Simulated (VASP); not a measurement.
# PbI2 (P-3m1) in VASP: further runs, part 2 of 2

VASP 6.6.1. The steps go on from the part before.

## (3) Single point, PBEsol

File INCAR:

```
  PREC = Accurate
  ENCUT = 500
  EDIFF = 1E-6
  ISMEAR = 0
  SIGMA = 0.001
  LREAL = False
  LASPH = True
  NELM = 120
  ALGO = Normal
  ISIF = 2
  LWAVE = False
  LCHARG = False
  GGA = PS
  NBANDS = 21
  GGA_COMPAT = False
```

File KPOINTS:

```
Automatic mesh
0
Gamma
  6 6 4
```

File POSCAR:

```
PbI2
1.0
    4.5640816926      0.0000000000      0.0000000000
   -2.2820408463      3.9526106907      0.0000000000
    0.0000000000      0.0000000000      7.0475121411
Pb I
1 2
Direct
    0.0000000000      0.0000000000      0.0000000000
    0.3333333333      0.6666666667      0.2667068022
    0.6666666667      0.3333333333      0.7332931978
```

Potentials or basis: VASP PAW PBE potentials, release 64 (Pb_d, I).

Started as:

```bash
$ cat potpaw_PBE.64/Pb_d/POTCAR potpaw_PBE.64/I/POTCAR > POTCAR
$ mpirun -np 1 vasp_std > vasp.out
```

OUTCAR:

```text
PREC = Accurate
   ENCUT = 500
   EDIFF = 1E-6
   ISMEAR = 0
   LREAL = False
   LASPH = True
   NELM = 120
   ISIF = 2
   GGA = PS

 ion  position               nearest neighbor table
   1  0.000  0.000  0.000-   2 3.24   3 3.24   2 3.24   3 3.24   3 3.24   2 3.24
   2  0.333  0.667  0.267-   1 3.24   1 3.24   1 3.24
   3  0.667  0.333  0.733-   1 3.24   1 3.24   1 3.24

  LATTYP: Found a hexagonal cell.
 ALAT       =     4.5640816926
 C/A-ratio  =     1.5441248899

  Lattice vectors:

 A1 = (   4.5640816926,   0.0000000000,   0.0000000000)
 A2 = (  -2.2820408463,   3.9526106907,   0.0000000000)
 A3 = (   0.0000000000,   0.0000000000,   7.0475121411)

Analysis of symmetry for initial positions (statically):
=====================================================================
 Subroutine PRICEL returns:
 Original cell was already a primitive cell.

 Routine SETGRP: Setting up the symmetry group for a
 hexagonal supercell.

 Subroutine GETGRP returns: Found 12 space group operations
[... 162 lines left out ...]
  ---------------------------------------------------
  free energy    TOTEN  =        -9.33402662 eV

  energy without entropy =       -9.33402662  energy(sigma->0) =       -9.33402662

 E-fermi :   2.4556     XC(G=0):  -8.2596

 val. band max:        2.4287886568   @ k =   0.0000   0.0000   0.5000
 cond. band min:       4.5587507305   @ k =   0.0000   0.0000   0.5000
 fundamental gap:      2.1299620737
 Fermi energy:         2.4556271407

 k-point     1 :       0.0000    0.0000    0.0000
  band No.  band energies     occupation
      1     -13.6318      2.00000
      2     -13.6318      2.00000
      3     -13.6175      2.00000
      4     -13.6103      2.00000
      5     -13.6103      2.00000
      6      -9.7520      2.00000
[... 565 lines left out ...]
     20      10.0402      0.00000
     21      10.4949      0.00000

------------------------ aborting loop because EDIFF is reached ----------------------------------------

  FORCE on cell =-STRESS in cart. coord.  units (eV):
  Direction    XX          YY          ZZ          XY          YZ          ZX
  --------------------------------------------------------------------------------------
  -------------------------------------------------------------------------------------
  Total       -0.3699927     -0.3699927     -0.3749455     -0.0000000      0.0000000      0.0000000
  in kB       -4.6626246     -4.6626246     -4.7250393     -0.0000000      0.0000000      0.0000000
  external PRESSURE =      -4.6834295 kB  Pullay stress =       0.0000000 kB

 VOLUME and BASIS-vectors are now :
 -----------------------------------------------------------------------------
  energy-cutoff  :      500.00
  volume of cell :      127.14
      direct lattice vectors                 reciprocal lattice vectors
     4.564081693  0.000000000  0.000000000     0.219102126  0.126498671  0.000000000
    -2.282040846  3.952610691  0.000000000     0.000000000  0.252997342  0.000000000
     0.000000000  0.000000000  7.047512141     0.000000000  0.000000000  0.141894044

 POSITION                                       TOTAL-FORCE (eV/Angst)
 -----------------------------------------------------------------------------------
      0.00000      0.00000      0.00000         0.000000      0.000000      0.000000
     -0.00000      2.63507      1.87962         0.000000     -0.000000     -0.109804
      2.28204      1.31754      5.16789        -0.000000      0.000000      0.109804
 -----------------------------------------------------------------------------------
    total drift:                               -0.000000     -0.000000      0.000000

  FREE ENERGIE OF THE ION-ELECTRON SYSTEM (eV)
  ---------------------------------------------------
  free  energy   TOTEN  =        -9.3340266249 eV

  energy  without entropy=       -9.3340266249  energy(sigma->0) =       -9.33402662
```

stdout:

```text
POSCAR found type information on POSCAR PbI
 POSCAR found :  2 types and       3 ions
 scaLAPACK will be used
 -----------------------------------------------------------------------------
|                                                                             |
|                                                                             |
|     You enforced a specific xc type in the INCAR file but a different       |
|     I HOPE YOU KNOW WHAT YOU ARE DOING!                                     |
|                                                                             |
 -----------------------------------------------------------------------------

 LDA part: xc-table for (Slater+PW92), standard interpolation
 POSCAR, INCAR and KPOINTS ok, starting setup
 FFT: planning ... GRIDC
 FFT: planning ... GRID_SOFT
 FFT: planning ... GRID
 WAVECAR not read
 entering main loop
```

Wall time 1.7 min (1 thread of Intel Xeon 8259CL, shared host); peak memory 0.27 GiB.

Results:

| Property | Result |
| --- | --- |
| Free energy | -9.3340 eV |
| Pressure | -0.5 GPa |
| Largest force | 0.110 eV/Å |
| Band gap on the k mesh | 2.13 eV |

Forces in eV/Å, atoms in the order of the input:
```
Pb   0.000  0.000  0.000
I    0.000  0.000 -0.110
I    0.000  0.000  0.110
```

Caveat: the PAW data sets were made with another functional, which shifts forces and pressure a little; spin-orbit coupling is left out, which moves the levels of the heavy elements; this functional lacks dispersion, which binds the layers, so the pressure and a relaxed spacing across them are unreliable.

## (4) Single point, PBEsol+D4

File INCAR:

```
PREC = Accurate ; ENCUT = 500
EDIFF = 1E-6 ; ISMEAR = 0
SIGMA = 0.01 ; LREAL = F
LASPH = T ; NELM = 120
ALGO = Normal ; ISIF = 2
LWAVE = F ; LCHARG = T
GGA = PS ; IVDW = 13
LELF = T ; LVHAR = T
NBANDS = 21 ; GGA_COMPAT = F
```

File KPOINTS:

```
regular mesh
0
Gamma
  6 6 4
```

POSCAR is that of step 3.

Started as:

```bash
$ cat potpaw_PBE.64/Pb_d/POTCAR potpaw_PBE.64/I/POTCAR > POTCAR
$ mpirun -np 1 vasp_std > vasp.out
```

Run time: 1.8 min. Hardware: 1 thread of Intel Xeon 8259CL, shared host; peak memory 0.27 GiB.

Results (log left out):

* Free energy: -9.9196 eV
* Pressure: -1.2 GPa
* Largest force: 0.103 eV/Å
* Band gap on the k mesh: 2.13 eV
* Dispersion energy per atom: -0.195 eV

Forces on the atoms (eV/Å):
```
Pb   0.000  0.000  0.000
I    0.000  0.000 -0.103
I    0.000  0.000  0.103
```

Levels at points of the mesh, in eV from the valence-band top:
```csv
k point,band 12,band 13,band 14,band 15,band 16,band 17
"(0.00, 0.00, 0.00)",-0.89,-0.89,-0.74,2.40,3.30,3.30
"(0.50, 0.00, 0.00)",-1.59,-0.75,-0.39,2.76,3.60,4.57
"(0.00, 0.00, 0.50)",-0.71,-0.71,0.00,2.13,3.12,3.12
"(0.50, 0.00, 0.50)",-1.35,-1.12,-0.70,3.10,3.63,4.04
```

Caveat: the PAW data sets were made with another functional, which shifts forces and pressure a little; spin-orbit coupling is left out, which moves the levels of the heavy elements. A k mesh can miss the band edges.

## (5) The runs side by side

```csv
level,smearing,gap on the mesh (eV),pressure (GPa),largest force (eV/Å)
PBEsol,fermi-dirac 0.05 eV,2.13,-0.5,0.11
PBEsol,gaussian 0.001 eV,2.13,-0.5,0.11
PBEsol+D4,gaussian 0.01 eV,2.13,-1.2,0.10
```

Alike in all rows: task single point; potentials or basis VASP PAW PBE potentials, release 64 (Pb_d, I); no spin polarisation; cell as given; k mesh 6 × 6 × 4; cutoff (eV) 500.

The pressure there spans -1.2 GPa (PBEsol+D4) to -0.5 GPa (PBEsol); a positive pressure means that this level wants a larger cell, a negative one a smaller.

Caveats: the PAW data sets were made with another functional, which shifts forces and pressure a little; spin-orbit coupling is left out, which moves the levels of the heavy elements; this functional lacks dispersion, which binds the layers, so the pressure and a relaxed spacing across them are unreliable (at least some runs).

Total energies depend on the potentials used, so only differences within one code and one set of settings carry meaning.
